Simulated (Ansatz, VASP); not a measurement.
# ZnSe: VASP beside Ansatz

```
Zn Se
1.0
     2.68506    2.68506    0.00000
    -2.68506    2.68506    0.00000
     0.00000    2.68506    2.68506
Zn Se
1 1
Direct
  0.00000 0.00000 0.00000
  0.75000 0.25000 0.50000
```

Alike in both runs: task single point; functional r2SCAN; k mesh 8 × 8 × 8; no spin polarisation.

|  | VASP | Ansatz |
| --- | --- | --- |
| version | VASP 6.6.1 | Ansatz 0.2.0 |
| potentials or method | VASP PAW PBE potentials, release 64 (Zn, Se) | PAW with Ansatz's default frozen-core files, scalar-relativistic |
| plane-wave cutoff (eV) | 520 | 500 |
| occupations | gaussian, width 0.01 eV | fixed |
| valence electrons in the cell | 18 | 28 |

```csv
,VASP,Ansatz,Ansatz less VASP
gap on the k mesh at the Fermi level (eV),2.61,2.59,-0.017
pressure (GPa),15.2,15.0,-0.22
```

VASP's potentials were made for PBE, not for r2SCAN. VASP's potentials hold 18 valence electrons a cell and Ansatz's 28, so a difference there can come from the potentials and not from the codes.
